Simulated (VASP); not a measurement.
# AlNi (C2/m) in VASP: notebook

The runs below take AlNi through single point, with LDA, PBEsol.

Program: VASP 6.6.1. These are calculated values, not measurements. Logs are shortened: lines on timing, memory, paths and dates and some standing lists are left out, and cuts for length are marked.

**1. The cell of the first run**

Symmetry: C2/m, No. 12, monoclinic system. The conventional cell has a = 4.662 Å, b = 2.826 Å, c = 4.165 Å, α = 90.00°, β = 109.27°, γ = 90.00°. Ni (site symmetry 2/m) has 6 Al at 2.52 to 2.56 Å and 6 Ni at 2.73 to 2.83 Å within 3.3 Å. Al (site symmetry 2/m) has 6 Ni at 2.52 to 2.56 Å and 6 Al at 2.73 to 2.83 Å within 3.3 Å.

**2. Single point, LDA, collinear spin, ferromagnetic start**

INCAR

```
PREC = Accurate
ENCUT = 520
EDIFF = 1E-6
ISMEAR = -1
SIGMA = 0.05
LREAL = F
LASPH = T
NELM = 150
ALGO = Normal
ISIF = 2
LWAVE = F
LCHARG = F
ISPIN = 2
MAGMOM = 1 0
LORBIT = 11
LMAXMIX = 4
GGA = CA
NBANDS = 18
```

KPOINTS

```
regular mesh
0
Gamma
  11 11 7
```

POSCAR

```
AlNi
1.0
    2.3309565903     -1.4130331573      0.0000000000
    2.3309565903      1.4130331573      0.0000000000
   -1.3743010865      0.0000000000      3.9319075144
Ni Al
1 1
Direct
    0.5000000000      0.5000000000      0.5000000000
    0.0000000000      0.0000000000      0.0000000000
```

Potentials or basis: VASP PAW LDA potentials, release 64 (Ni, Al).

The run is started by

```bash
cat potpaw_LDA.64/Ni/POTCAR potpaw_LDA.64/Al/POTCAR > POTCAR
mpirun -np 1 vasp_std > vasp.out
```

OUTCAR:

```text
PREC = Accurate
   ENCUT = 520
   EDIFF = 1E-6
   ISMEAR = -1
   LREAL = F
   LASPH = T
   NELM = 150
   ISIF = 2
   ISPIN = 2
   LORBIT = 11
   GGA = CA

 ion  position               nearest neighbor table
   1  0.500  0.500  0.500-   2 2.52   2 2.52   2 2.52   2 2.52   2 2.56   2 2.56
   2  0.000  0.000  0.000-   1 2.52   1 2.52   1 2.52   1 2.52   1 2.56   1 2.56

  LATTYP: Found a base centered monoclinic cell.
 ALAT       =     4.6619131806
 B/A-ratio  =     0.6062031199
 C/A-ratio  =     0.8934454424
 COS(beta)  =    -0.3299511685

  Lattice vectors:

 A1 = (   2.3309565903,  -1.4130331573,   0.0000000000)
 A2 = (   2.3309565903,   1.4130331573,   0.0000000000)
 A3 = (  -1.3743010865,   0.0000000000,   3.9319075144)

Analysis of symmetry for initial positions (statically):
=====================================================================
 Subroutine PRICEL returns:
 Original cell was already a primitive cell.

 Routine SETGRP: Setting up the symmetry group for a
 base centered monoclinic supercell.

 Subroutine GETGRP returns: Found  4 space group operations
 (whereof  4 operations were pure point group operations)
 out of a pool of  4 trial point group operations.

The static configuration has the point symmetry C_2h.

Analysis of symmetry for dynamics (positions and initial velocities):
=====================================================================
 Subroutine PRICEL returns:
 Original cell was already a primitive cell.

 Routine SETGRP: Setting up the symmetry group for a
 base centered monoclinic supercell.

 Subroutine GETGRP returns: Found  4 space group operations
 (whereof  4 operations were pure point group operations)
 out of a pool of  4 trial point group operations.

The dynamic configuration has the point symmetry C_2h.

Analysis of structural, dynamic, and magnetic symmetry:
=====================================================================
 Subroutine PRICEL returns:
 Original cell was already a primitive cell.

 Routine SETGRP: Setting up the symmetry group for a
 base centered monoclinic supercell.

 Subroutine GETGRP returns: Found  4 space group operations
 (whereof  4 operations were pure point group operations)
 out of a pool of  4 trial point group operations.

The overall configuration has the point symmetry C_2h.

 Subroutine INISYM returns: Found  4 space group operations
 (whereof  4 operations are pure point group operations),
 and found     1 'primitive' translations

----------------------------------------------------------------------------------------

                                     Primitive cell

  volume of cell :      25.9012

  direct lattice vectors                    reciprocal lattice vectors
     2.330956590 -1.413033157  0.000000000     0.214504209 -0.353848738  0.074974644
     2.330956590  1.413033157  0.000000000     0.214504209  0.353848738  0.074974644
    -1.374301087  0.000000000  3.931907514     0.000000000  0.000000000  0.254329482

  length of vectors
     2.725806547  2.725806547  4.165165084     0.420526079  0.420526079  0.254329482

  position of ions in fractional coordinates (direct lattice)
     0.500000000  0.500000000  0.500000000
     0.000000000  0.000000000  0.000000000

  ion indices of the primitive-cell ions
   primitive index   ion index
                 1           1
                 2           2

----------------------------------------------------------------------------------------

 KPOINTS: regular mesh

Automatic generation of k-mesh.
 Grid dimensions read from file:
 generate k-points for:   11   11    7

 Generating k-lattice:

  Cartesian coordinates                     Fractional coordinates (reciprocal lattice)
     0.019500383 -0.032168067  0.006815877     0.090909091  0.000000000  0.000000000
     0.019500383  0.032168067  0.006815877     0.000000000  0.090909091  0.000000000
     0.000000000  0.000000000  0.036332783     0.000000000  0.000000000  0.142857143

  Length of vectors
     0.038229644  0.038229644  0.036332783

  Shift w.r.t. Gamma in fractional coordinates (k-lattice)
     0.000000000  0.000000000  0.000000000

 Subroutine IBZKPT returns following result:
 ===========================================

 Found    234 irreducible k-points:

 Following reciprocal coordinates:
            Coordinates               Weight
  0.000000  0.000000  0.000000      1.000000
  0.090909  0.000000  0.000000      4.000000
  0.181818  0.000000  0.000000      4.000000
  0.272727  0.000000  0.000000      4.000000
  0.363636  0.000000  0.000000      4.000000
  0.454545  0.000000  0.000000      4.000000
[... 16 lines left out ...]
 -0.272727  0.181818  0.000000      4.000000
 -0.181818  0.181818  0.000000      2.000000
 [... further k-points ...]
   k-points           NKPTS =    234   k-points in BZ     NKDIM =    234   number of bands    NBANDS=     18
   number of dos      NEDOS =    301   number of ions     NIONS =      2
   total plane-waves  NPLWV =  12800
   dimension x,y,z NGX =    20 NGY =   20 NGZ =   32
   dimension x,y,z NGXF=    40 NGYF=   40 NGZF=   64
   ions per type =               1   1
   NGX,Y,Z   is equivalent  to a cutoff of  12.20, 12.20, 12.77 a.u.
   NGXF,Y,Z  is equivalent  to a cutoff of  24.40, 24.40, 25.54 a.u.
 SYSTEM =  unknown system
   PREC   = accura    normal or accurate (medium, high low for compatibility)
   ISTART =      0    job   : 0-new  1-cont  2-samecut
   ICHARG =      2    charge: 1-file 2-atom 10-const
   ISPIN  =      2    spin polarized calculation?
   LNONCOLLINEAR =      F non collinear calculations
   LSORBIT =      F    spin-orbit coupling
   LASPH  =      T    aspherical Exc in radial PAW
   ENCUT  =  520.0 eV  38.22 Ry    6.18 a.u.   5.07  5.07  7.74*2*pi/ulx,y,z
   NELM   =    150;   NELMIN=  2; NELMDL= -5     # of ELM steps
   EDIFF  = 0.1E-05   stopping-criterion for ELM
   LREAL  =      F    real-space projection
   EDIFFG = 0.1E-04   stopping-criterion for IOM
   NSW    =      0    number of steps for IOM
   IBRION =     -1    ionic relax: 0-MD 1-quasi-New 2-CG
   NFREE  =      0    steps in history (QN), initial steepest desc. (CG)
   ISIF   =      2    stress and relaxation
   ISYM   =      2    0-nonsym 1-usesym 2-fastsym
   POTIM  = 0.5000    time-step for ionic-motion
   TEBEG  =    0.0;   TEEND  =   0.0 temperature during run
   PSTRESS=    0.0 pullay stress
   NELECT =      13.0000    total number of electrons
   NUPDOWN=      -1.0000    fix difference up-down
   EMIN   =  10.00;   EMAX   =-10.00  energy-range for DOS
[... 5 lines left out ...]
     AMIX     =   0.40;   BMIX     =  1.00
     AMIX_MAG =   1.60;   BMIX_MAG =  1.00
  volume/ion in A,a.u.               =      12.95        87.39
  Fermi-wavevector in a.u.,A,eV,Ry     =   1.301016  2.458564 23.029805  1.692643
  Thomas-Fermi vector in A             =   2.432177
   LORBIT       =     11    0 simple, 1 ext, 2 COOP (PROOUT), +10 PAW based schemes
   GGA     = CA    functional components
   LHFCALC =     F    Hartree Fock is set to
   AEXX    =    0.0000 exact exchange contribution
   IVDW    =     0    specifies the selected vdW correction
   LEPSILON=     F    determine dielectric tensor
   LRPA    =     F    only Hartree local field effects (RPA)
 spin polarized calculation
  energy-cutoff  :      520.00
  volume of cell :       25.90
 maximum number of plane-waves:       716
   NGX = 11   NGY = 11   NGZ = 15

 number of electron      12.9999993 magnetization      -0.0019670

 number of electron      12.9999993 magnetization       0.0008164

 Free energy of the ion-electron system (eV)
  ---------------------------------------------------
  ext. energy  EPLUGINS =         0.00000000
  ---------------------------------------------------
  free energy    TOTEN  =       -11.54871447 eV

  energy without entropy =      -11.54113845  energy(sigma->0) =      -11.54492646

 E-fermi :   8.5914     XC(G=0): -11.9128

 val. band max:        8.5913307558   @ k =   0.3636   0.0000   0.1429
 cond. band min:       8.5916161100   @ k =   0.3636   0.0000   0.1429
 fundamental gap:      0.0002853542
 Fermi energy:         8.5913513338

 spin component 1

 k-point     1 :       0.0000    0.0000    0.0000
  band No.  band energies     occupation
      1      -1.9543      1.00000
      2       5.1240      1.00000
      3       6.8158      1.00000
      4       7.0013      1.00000
      5       7.1037      1.00000
      6       7.2644      1.00000
[... 10 lines left out ...]
     17      28.0401      0.00000
     18      28.8113      0.00000

 k-point     2 :       0.0909    0.0000    0.0000
  band No.  band energies     occupation
      1      -1.7359      1.00000
      2       5.2253      1.00000
      3       6.5176      1.00000
      4       6.8166      1.00000
      5       7.1434      1.00000
      6       7.3435      1.00000
[... 10 lines left out ...]
     17      28.9481      0.00000
     18      30.7921      0.00000
[... 442 lines left out ...]
 k-point    24 :      -0.1818    0.1818    0.0000
  band No.  band energies     occupation
      1       0.4549      1.00000
      2       5.7502      1.00000
      3       6.0833      1.00000
      4       6.3569      1.00000
      5       6.9801      1.00000
      6       7.8248      1.00000
[... 10 lines left out ...]
     17      32.0351      0.00000
     18      32.8086      0.00000

 [... further k-points ...]

 spin component 2

 k-point     1 :       0.0000    0.0000    0.0000
  band No.  band energies     occupation
      1      -1.9543      1.00000
      2       5.1244      1.00000
      3       6.8167      1.00000
      4       7.0012      1.00000
      5       7.1045      1.00000
      6       7.2651      1.00000
[... 10 lines left out ...]
     17      28.0401      0.00000
     18      28.8114      0.00000

 k-point     2 :       0.0909    0.0000    0.0000
  band No.  band energies     occupation
      1      -1.7360      1.00000
      2       5.2257      1.00000
      3       6.5180      1.00000
      4       6.8174      1.00000
      5       7.1442      1.00000
      6       7.3442      1.00000
[... 10 lines left out ...]
     17      28.9481      0.00000
     18      30.7921      0.00000
[... 442 lines left out ...]
 k-point    24 :      -0.1818    0.1818    0.0000
  band No.  band energies     occupation
      1       0.4548      1.00000
      2       5.7507      1.00000
      3       6.0838      1.00000
      4       6.3576      1.00000
      5       6.9807      1.00000
      6       7.8257      1.00000
[... 10 lines left out ...]
     17      32.0352      0.00000
     18      32.8087      0.00000

 [... further k-points ...]
[... 5 lines left out ...]
  --------------------------------------------------------------------------------------
  -------------------------------------------------------------------------------------
  Total       -1.6465273     -1.9241161     -2.3254855      0.0000000      0.0000000     -0.1208733
  in kB     -101.8496857   -119.0205688   -143.8481889      0.0000000      0.0000000     -7.4768938
  external PRESSURE =    -121.5728145 kB  Pullay stress =       0.0000000 kB

 VOLUME and BASIS-vectors are now :
 -----------------------------------------------------------------------------
  energy-cutoff  :      520.00
  volume of cell :       25.90
      direct lattice vectors                 reciprocal lattice vectors
     2.330956590 -1.413033157  0.000000000     0.214504209 -0.353848738  0.074974644
     2.330956590  1.413033157  0.000000000     0.214504209  0.353848738  0.074974644
    -1.374301087  0.000000000  3.931907514     0.000000000  0.000000000  0.254329482

 POSITION                                       TOTAL-FORCE (eV/Angst)
 -----------------------------------------------------------------------------------
      1.64381      0.00000      1.96595        -0.000000     -0.000000      0.000000
      0.00000      0.00000      0.00000         0.000000      0.000000      0.000000
 -----------------------------------------------------------------------------------
    total drift:                                0.000000      0.000000      0.000000

  FREE ENERGIE OF THE ION-ELECTRON SYSTEM (eV)
  ---------------------------------------------------
  free  energy   TOTEN  =       -11.5487144707 eV

  energy  without entropy=      -11.5411384545  energy(sigma->0) =      -11.54492646

 total charge

# of ion       s       p       d       tot
------------------------------------------
    1        0.445   0.450   8.424   9.320
    2        0.418   0.398   0.000   0.816
--------------------------------------------------
tot          0.863   0.848   8.424  10.135

 magnetization (x)

# of ion       s       p       d       tot
------------------------------------------
    1       -0.000  -0.000   0.000   0.000
    2       -0.000  -0.000   0.000  -0.000
--------------------------------------------------
tot         -0.000  -0.000   0.000   0.000
```

It took 78 s on 1 thread of Intel Xeon 6975P-C (Granite Rapids), shared host; peak memory 0.26 GiB.

Results:

```yaml
Free_energy: -11.5487 eV
Pressure: -12.2 GPa
Net_moment: 0.00 μB per cell
Valence_electrons_inside_the_program's_atomic_spheres: Ni 9.32; Al 0.82
```

Stress tensor (GPa, compression positive):
```
-10.18   0.00  -0.75
  0.00 -11.90   0.00
 -0.75   0.00 -14.38
```

(Part 1 of 2 ends here.)
